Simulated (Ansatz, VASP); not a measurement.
One calculation of AlCo, two programs

```
CELL_PARAMETERS angstrom
0.00000 0.00000 2.85282
2.85282 -2.85282 0.00000
2.85282 2.85282 0.00000
ATOMIC_POSITIONS crystal
Co 0.00000 0.00000 0.00000
Co 0.00000 0.50000 0.50000
Al 0.50000 0.50000 0.00000
Al 0.50000 0.00000 0.50000
```

Alike in both runs: task single point; functional PBE; k mesh 13 × 9 × 9; occupations fermi-dirac, width 0.1 eV; no spin polarisation.

|  | VASP | Ansatz |
| --- | --- | --- |
| version | VASP 6.6.1 | Ansatz 0.2.0 |
| potentials or method | VASP PAW PBE potentials, release 64 (Co, Al), cutoff 520 eV | all-electron LAPW, scalar-relativistic |

```csv
,VASP,Ansatz,Ansatz less VASP
pressure (GPa),0.0,0.0,-0.03
```

Ansatz ran all-electron here, and VASP with PAW potentials.
